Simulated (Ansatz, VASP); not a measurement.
# Ge: VASP beside Ansatz

```xyz
1
Lattice="0.0000 2.0997 2.0997 2.0997 0.0000 2.0997 2.0997 2.0997 0.0000" Properties=species:S:1:pos:R:3 pbc="T T T"
Ge    0.0000    0.0000    0.0000
```

Alike in both runs: functional PBEsol; k mesh 13 × 13 × 13; occupations fermi-dirac, width 0.1 eV; no spin polarisation.

Ansatz relaxed the structure, and its values are those at the end. VASP's run is a single point on that final structure, the one shown.

|  | VASP | Ansatz |
| --- | --- | --- |
| version | VASP 6.6.1 | Ansatz 0.2.0 |
| potentials or method | VASP PAW PBE potentials, release 64 (Ge_d), cutoff 520 eV | plane waves (420 eV) with PAW, scalar-relativistic |
| valence electrons in the cell | 14 | 14 |

|  | VASP | Ansatz | Ansatz less VASP |
| --- | --- | --- | --- |
| pressure (GPa) | 0.0 | 0.0 | +0.03 |

VASP's potentials were made for PBE, not for PBEsol, and Ansatz warns of the same on its side. The functional is the same, so the differences come from potentials, cutoffs and numerics.
